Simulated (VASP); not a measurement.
# BiSe4 (Im-3m) in VASP: notebook

BiSe4 is run at these levels: PBE; tasks: single point.

All numbers are computed with VASP 6.6.1; they aren't measurements. Logs are shortened: lines on timing, memory, paths and dates and some standing lists are left out, and cuts for length are marked.

## 1. The cell of the first run

The structure is cubic, space group Im-3m (No. 229). The conventional cell has a = 6.597 Å, b = 6.597 Å, c = 6.597 Å, α = 90.00°, β = 90.00°, γ = 90.00°. Bi (site symmetry m-3m) has 8 Se at 2.86 Å within 3.8 Å. Within 3.8 Å of Se (site symmetry -3m) lie 2 Bi at 2.86 Å and 6 Se at 3.30 Å.

The cell was generated, and may not be a known phase.

## 2. Single point, PBE

File INCAR:

```
ALGO     = Normal         # electronic algorithm
EDIFF    = 1E-6           # SCF threshold, eV
ENCUT    = 520            # plane-wave cutoff, eV
GGA      = PE             # functional
ISIF     = 2              # what is computed and relaxed
ISMEAR   = 0              # smearing method
LASPH    = True           # aspherical terms in the spheres
LCHARG   = False          # write CHGCAR
LREAL    = False          # projectors in reciprocal space
LWAVE    = False          # write WAVECAR
NBANDS   = 28             # bands
NELM     = 100            # most SCF steps
PREC     = Accurate       # precision mode
SIGMA    = 0.1            # smearing width, eV
```

File KPOINTS:

```
k-points
0
Gamma
  4 4 4
```

File POSCAR:

```
BiSe4
1.0
   -3.2983164100      3.2983164100      3.2983164100
    3.2983164100     -3.2983164100      3.2983164100
    3.2983164100      3.2983164100     -3.2983164100
Bi Se
1 4
Direct
    0.0000000000      0.0000000000      0.0000000000
    0.5000000000      0.5000000000      0.5000000000
    0.0000000000      0.0000000000      0.5000000000
    0.0000000000      0.5000000000      0.0000000000
    0.5000000000      0.0000000000      0.0000000000
```

Potentials or basis: VASP PAW PBE potentials, release 64 (Bi_d, Se).

Started as:

```
$ cat potpaw_PBE.64/Bi_d/POTCAR potpaw_PBE.64/Se/POTCAR > POTCAR
$ mpirun -np 1 vasp_std > vasp.out
```

OUTCAR:

```text
EDIFF = 1E-6
   ENCUT = 520
   GGA = PE
   ISIF = 2
   ISMEAR = 0
   LASPH = True
   LREAL = False
   NELM = 100
   PREC = Accurate

 ion  position               nearest neighbor table
   1  0.000  0.000  0.000-   2 2.86   3 2.86   4 2.86   5 2.86   3 2.86   4 2.86   5 2.86   2 2.86

   2  0.500  0.500  0.500-   1 2.86   1 2.86
   3  0.000  0.000  0.500-   1 2.86   1 2.86
   4  0.000  0.500  0.000-   1 2.86   1 2.86
   5  0.500  0.000  0.000-   1 2.86   1 2.86

  LATTYP: Found a body centered cubic cell.
 ALAT       =     6.5966328200

  Lattice vectors:

 A1 = (  -3.2983164100,   3.2983164100,   3.2983164100)
 A2 = (   3.2983164100,  -3.2983164100,   3.2983164100)
 A3 = (   3.2983164100,   3.2983164100,  -3.2983164100)

Analysis of symmetry for initial positions (statically):
=====================================================================
 Subroutine PRICEL returns:
 Original cell was already a primitive cell.

 Routine SETGRP: Setting up the symmetry group for a
 body centered cubic supercell.

 Subroutine GETGRP returns: Found 48 space group operations
 (whereof 48 operations were pure point group operations)
 out of a pool of 48 trial point group operations.

The static configuration has the point symmetry O_h .

Analysis of symmetry for dynamics (positions and initial velocities):
=====================================================================
 Subroutine PRICEL returns:
 Original cell was already a primitive cell.

 Routine SETGRP: Setting up the symmetry group for a
 body centered cubic supercell.

 Subroutine GETGRP returns: Found 48 space group operations
 (whereof 48 operations were pure point group operations)
 out of a pool of 48 trial point group operations.

The dynamic configuration has the point symmetry O_h .

 Subroutine INISYM returns: Found 48 space group operations
 (whereof 48 operations are pure point group operations),
 and found     1 'primitive' translations

----------------------------------------------------------------------------------------

                                     Primitive cell

  volume of cell :     143.5281

  direct lattice vectors                    reciprocal lattice vectors
    -3.298316410  3.298316410  3.298316410     0.000000000  0.151592491  0.151592491
     3.298316410 -3.298316410  3.298316410     0.151592491  0.000000000  0.151592491
     3.298316410  3.298316410 -3.298316410     0.151592491  0.151592491  0.000000000

  length of vectors
     5.712851602  5.712851602  5.712851602     0.214384156  0.214384156  0.214384156

  position of ions in fractional coordinates (direct lattice)
     0.000000000  0.000000000  0.000000000
     0.500000000  0.500000000  0.500000000
     0.000000000  0.000000000  0.500000000
     0.000000000  0.500000000  0.000000000
     0.500000000  0.000000000  0.000000000

  ion indices of the primitive-cell ions
   primitive index   ion index
                 1           1
                 2           2
                 3           3
                 4           4
                 5           5

----------------------------------------------------------------------------------------

 KPOINTS: k-points

Automatic generation of k-mesh.
 Grid dimensions read from file:
 generate k-points for:    4    4    4

 Generating k-lattice:

  Cartesian coordinates                     Fractional coordinates (reciprocal lattice)
     0.000000000  0.037898123  0.037898123     0.250000000  0.000000000  0.000000000
     0.037898123  0.000000000  0.037898123     0.000000000  0.250000000  0.000000000
     0.037898123  0.037898123  0.000000000     0.000000000  0.000000000  0.250000000

  Length of vectors
     0.053596039  0.053596039  0.053596039

  Shift w.r.t. Gamma in fractional coordinates (k-lattice)
     0.000000000  0.000000000  0.000000000

 Subroutine IBZKPT returns following result:
 ===========================================

 Found      8 irreducible k-points:

 Following reciprocal coordinates:
            Coordinates               Weight
  0.000000  0.000000  0.000000      1.000000
  0.250000  0.000000  0.000000     12.000000
  0.500000  0.000000  0.000000      6.000000
  0.250000  0.250000  0.000000     24.000000
  0.250000  0.250000  0.250000      2.000000
 -0.250000  0.250000  0.250000      6.000000
  0.500000  0.500000  0.250000     12.000000
  0.500000  0.500000  0.500000      1.000000
   k-points           NKPTS =      8   k-points in BZ     NKDIM =      8   number of bands    NBANDS=     28
   number of dos      NEDOS =    301   number of ions     NIONS =      5
   total plane-waves  NPLWV =  74088
   dimension x,y,z NGX =    42 NGY =   42 NGZ =   42
   dimension x,y,z NGXF=    84 NGYF=   84 NGZF=   84
   ions per type =               1   4
   NGX,Y,Z   is equivalent  to a cutoff of  12.22, 12.22, 12.22 a.u.
   NGXF,Y,Z  is equivalent  to a cutoff of  24.44, 24.44, 24.44 a.u.
 SYSTEM =  unknown system
   PREC   = accura    normal or accurate (medium, high low for compatibility)
   ISTART =      0    job   : 0-new  1-cont  2-samecut
   ICHARG =      2    charge: 1-file 2-atom 10-const
   ISPIN  =      1    spin polarized calculation?
   LNONCOLLINEAR =      F non collinear calculations
   LSORBIT =      F    spin-orbit coupling
   LASPH  =      T    aspherical Exc in radial PAW
   ENCUT  =  520.0 eV  38.22 Ry    6.18 a.u.  10.62 10.62 10.62*2*pi/ulx,y,z
   NELM   =    100;   NELMIN=  2; NELMDL= -5     # of ELM steps
   EDIFF  = 0.1E-05   stopping-criterion for ELM
   LREAL  =      F    real-space projection
   EDIFFG = 0.1E-04   stopping-criterion for IOM
   NSW    =      0    number of steps for IOM
   IBRION =     -1    ionic relax: 0-MD 1-quasi-New 2-CG
   NFREE  =      0    steps in history (QN), initial steepest desc. (CG)
   ISIF   =      2    stress and relaxation
   ISYM   =      2    0-nonsym 1-usesym 2-fastsym
   POTIM  = 0.5000    time-step for ionic-motion
   TEBEG  =    0.0;   TEEND  =   0.0 temperature during run
   PSTRESS=    0.0 pullay stress
   NELECT =      39.0000    total number of electrons
   NUPDOWN=      -1.0000    fix difference up-down
   EMIN   =  10.00;   EMAX   =-10.00  energy-range for DOS
   EFERMI =   0.00;   METHOD = LEGACY
   ISMEAR =     0;   SIGMA  =   0.10  broadening in eV -4-tet -1-fermi 0-gaus
   EFERMI_NEDOS =   21; number of points for ismear=-14 and -15
   IALGO  =     38    algorithm
   IMIX   =      4    mixing-type and parameters
     AMIX     =   0.40;   BMIX     =  1.00
     AMIX_MAG =   1.60;   BMIX_MAG =  1.00
  volume/ion in A,a.u.               =      28.71       193.72
  Fermi-wavevector in a.u.,A,eV,Ry     =   1.060354  2.003778 15.297708  1.124350
  Thomas-Fermi vector in A             =   2.195732
   LORBIT       =      0    0 simple, 1 ext, 2 COOP (PROOUT), +10 PAW based schemes
   GGA     = PE    functional components
   LHFCALC =     F    Hartree Fock is set to
   AEXX    =    0.0000 exact exchange contribution
   IVDW    =     0    specifies the selected vdW correction
   LEPSILON=     F    determine dielectric tensor
   LRPA    =     F    only Hartree local field effects (RPA)
 non-spin polarized calculation
 Gauss-broadening in eV      SIGMA  =   0.10
  energy-cutoff  :      520.00
  volume of cell :      143.53
 maximum number of plane-waves:      3925
   NGX = 21   NGY = 21   NGZ = 21

 number of electron      38.9999994 magnetization

 Free energy of the ion-electron system (eV)
  ---------------------------------------------------
  ext. energy  EPLUGINS =         0.00000000
  ---------------------------------------------------
  free energy    TOTEN  =       -15.32043015 eV

  energy without entropy =      -15.27532923  energy(sigma->0) =      -15.29787969

 E-fermi :   3.1226     XC(G=0):  -9.0367

 val. band max:        3.0353618114   @ k =   0.5000   0.5000   0.2500
 cond. band min:       3.1231860106   @ k =   0.2500   0.2500   0.0000
 fundamental gap:      0.0878241992
 Fermi energy:         3.1226188198

 k-point     1 :       0.0000    0.0000    0.0000
  band No.  band energies     occupation
      1     -19.8751      2.00000
      2     -19.8751      2.00000
      3     -19.8751      2.00000
      4     -19.8308      2.00000
      5     -19.8308      2.00000
      6     -11.4235      2.00000
[... 20 lines left out ...]
     27       9.6894      0.00000
     28       9.6913      0.00000

 k-point     2 :       0.2500    0.0000    0.0000
  band No.  band energies     occupation
      1     -19.8753      2.00000
      2     -19.8737      2.00000
      3     -19.8719      2.00000
      4     -19.8310      2.00000
      5     -19.8310      2.00000
      6     -11.1318      2.00000
[... 20 lines left out ...]
     27       9.5096      0.00000
     28       9.7278      0.00000

 k-point     3 :       0.5000    0.0000    0.0000
  band No.  band energies     occupation
      1     -19.8755      2.00000
      2     -19.8722      2.00000
      3     -19.8686      2.00000
      4     -19.8312      2.00000
      5     -19.8312      2.00000
      6     -10.5883      2.00000
[... 20 lines left out ...]
     27      10.4732      0.00000
     28      10.5564      0.00000

 k-point     4 :       0.2500    0.2500    0.0000
  band No.  band energies     occupation
      1     -19.8745      2.00000
      2     -19.8721      2.00000
      3     -19.8697      2.00000
      4     -19.8313      2.00000
      5     -19.8312      2.00000
      6     -10.6425      2.00000
[... 20 lines left out ...]
     27       9.8651      0.00000
     28      10.8131      0.00000

 k-point     5 :       0.2500    0.2500    0.2500
  band No.  band energies     occupation
      1     -19.8721      2.00000
      2     -19.8721      2.00000
      3     -19.8721      2.00000
      4     -19.8312      2.00000
      5     -19.8312      2.00000
      6     -10.4265      2.00000
[... 20 lines left out ...]
     27      10.8622      0.00000
     28      10.8622      0.00000

 k-point     6 :      -0.2500    0.2500    0.2500
  band No.  band energies     occupation
      1     -19.8721      2.00000
      2     -19.8721      2.00000
      3     -19.8720      2.00000
      4     -19.8313      2.00000
      5     -19.8313      2.00000
      6     -10.8414      2.00000
[... 20 lines left out ...]
     27       9.1544      0.00000
     28       9.8162      0.00000

 k-point     7 :       0.5000    0.5000    0.2500
  band No.  band energies     occupation
      1     -19.8722      2.00000
      2     -19.8705      2.00000
      3     -19.8688      2.00000
      4     -19.8315      2.00000
      5     -19.8315      2.00000
      6     -10.2746      2.00000
[... 20 lines left out ...]
     27      10.8040      0.00000
     28      11.0433      0.00000

 k-point     8 :       0.5000    0.5000    0.5000
  band No.  band energies     occupation
      1     -19.8689      2.00000
      2     -19.8689      2.00000
      3     -19.8689      2.00000
      4     -19.8318      2.00000
      5     -19.8318      2.00000
      6      -9.6667      2.00000
[... 20 lines left out ...]
     27      10.9649      0.00000
     28      10.9661      0.00000

------------------------ aborting loop because EDIFF is reached ----------------------------------------

  FORCE on cell =-STRESS in cart. coord.  units (eV):
  Direction    XX          YY          ZZ          XY          YZ          ZX
  --------------------------------------------------------------------------------------
  -------------------------------------------------------------------------------------
  Total        2.4165698      2.4165698      2.4165698      0.0000000      0.0000000     -0.0000000
  in kB       26.9757167     26.9757167     26.9757167      0.0000000      0.0000000     -0.0000000
  external PRESSURE =      26.9757167 kB  Pullay stress =       0.0000000 kB

 VOLUME and BASIS-vectors are now :
 -----------------------------------------------------------------------------
  energy-cutoff  :      520.00
  volume of cell :      143.53
      direct lattice vectors                 reciprocal lattice vectors
    -3.298316410  3.298316410  3.298316410     0.000000000  0.151592491  0.151592491
     3.298316410 -3.298316410  3.298316410     0.151592491  0.000000000  0.151592491
     3.298316410  3.298316410 -3.298316410     0.151592491  0.151592491  0.000000000

 POSITION                                       TOTAL-FORCE (eV/Angst)
 -----------------------------------------------------------------------------------
      0.00000      0.00000      0.00000         0.000000     -0.000000     -0.000000
      1.64916      1.64916      1.64916        -0.000000     -0.000000      0.000000
      1.64916      1.64916     -1.64916         0.000000     -0.000000     -0.000000
      1.64916     -1.64916      1.64916        -0.000000      0.000000      0.000000
     -1.64916      1.64916      1.64916         0.000000      0.000000      0.000000
 -----------------------------------------------------------------------------------
    total drift:                               -0.000000     -0.000000      0.000000

  FREE ENERGIE OF THE ION-ELECTRON SYSTEM (eV)
  ---------------------------------------------------
  free  energy   TOTEN  =       -15.3204301455 eV

  energy  without entropy=      -15.2753292265  energy(sigma->0) =      -15.29787969
```

Wall time 52 s (1 thread of Intel Xeon Platinum 8259CL at 2.50GHz (Skylake/Cascade Lake), shared host); peak memory 0.25 GiB.

What came out:

```
Free energy            : -15.3204 eV
Pressure               : 2.7 GPa
Band gap on the k mesh : zero (an odd number of electrons rules out a gap without spin polarisation)
```

Levels at points of the mesh, in eV from the Fermi level:
```tsv
k point	band 16	band 17	band 18	band 19	band 20	band 21	band 22	band 23
(0.00, 0.00, 0.00)	-3.00	0.06	0.06	0.06	0.61	1.80	1.80	4.05
(0.50, 0.00, 0.00)	-1.73	-1.60	-0.92	-0.88	-0.56	0.79	0.93	1.04
(0.50, 0.50, 0.50)	-0.15	0.58	0.58	0.58	0.66	0.66	0.66	1.21
```

Caveat: spin-orbit coupling is left out, which moves the levels of the heavy elements.

## 3. Single point, PBE

This run uses another cell than the first one, of 30.36 Å³/atom.

File INCAR:

```
SYSTEM = BiSe4
PREC     = Accurate       ! precision mode
ENCUT    = 520            ! plane-wave cutoff, eV
EDIFF    = 1E-6           ! SCF threshold, eV
ISMEAR   = 0              ! smearing method
SIGMA    = 0.1            ! smearing width, eV
LREAL    = .False.        ! projectors in reciprocal space
LASPH    = .True.         ! aspherical terms in the spheres
NELM     = 100            ! most SCF steps
ALGO     = Normal         ! electronic algorithm
ISIF     = 2              ! what is computed and relaxed
LWAVE    = .False.        ! write WAVECAR
LCHARG   = .True.         ! write CHGCAR
GGA      = PE             ! functional
LELF     = .True.         ! ELF
LVHAR    = .True.       
NBANDS   = 28             ! bands
```

File KPOINTS:

```
Automatic mesh
0
Gamma
  4 4 4
  0 0 0
```

POSCAR: that of step 2 with these lines changed.

```diff
@@ -2,5 +2,5 @@
 1.0
-   -3.2983164100      3.2983164100      3.2983164100
-    3.2983164100     -3.2983164100      3.2983164100
-    3.2983164100      3.2983164100     -3.2983164100
+   -3.3604365762      3.3604365762      3.3604365762
+    3.3604365762     -3.3604365762      3.3604365762
+    3.3604365762      3.3604365762     -3.3604365762
 Bi Se
```

Potentials or basis: VASP PAW PBE potentials, release 64 (Bi_d, Se).

Started as:

```
$ cat potpaw_PBE.64/Bi_d/POTCAR potpaw_PBE.64/Se/POTCAR > POTCAR
$ mpirun -np 1 vasp_std > vasp.out
```

It took 72 s on 1 thread of Intel Xeon Platinum 8259CL at 2.50GHz (Skylake/Cascade Lake), shared host; peak memory 0.31 GiB.

Results (log left out):

| Quantity | Value |
| --- | --- |
| Free energy | -15.3853 eV |
| Pressure | -0.1 GPa |
| Band gap on the k mesh | zero (an odd number of electrons rules out a gap without spin polarisation) |

Levels at points of the mesh, in eV from the Fermi level:
| k point | band 16 | band 17 | band 18 | band 19 | band 20 | band 21 | band 22 | band 23 |
| --- | --- | --- | --- | --- | --- | --- | --- | --- |
| (0.00, 0.00, 0.00) | -2.75 | 0.08 | 0.08 | 0.08 | 0.58 | 1.65 | 1.65 | 4.27 |
| (0.50, 0.00, 0.00) | -1.56 | -1.48 | -0.85 | -0.78 | -0.60 | 0.75 | 0.87 | 1.02 |
| (0.50, 0.50, 0.50) | -0.34 | 0.56 | 0.56 | 0.56 | 0.60 | 0.60 | 0.60 | 1.12 |

Caveat: spin-orbit coupling is left out, which moves the levels of the heavy elements.

(Continued in part 2 of 2.)

The gap in the log of VASP goes by the Fermi energy; the results here count the filled bands.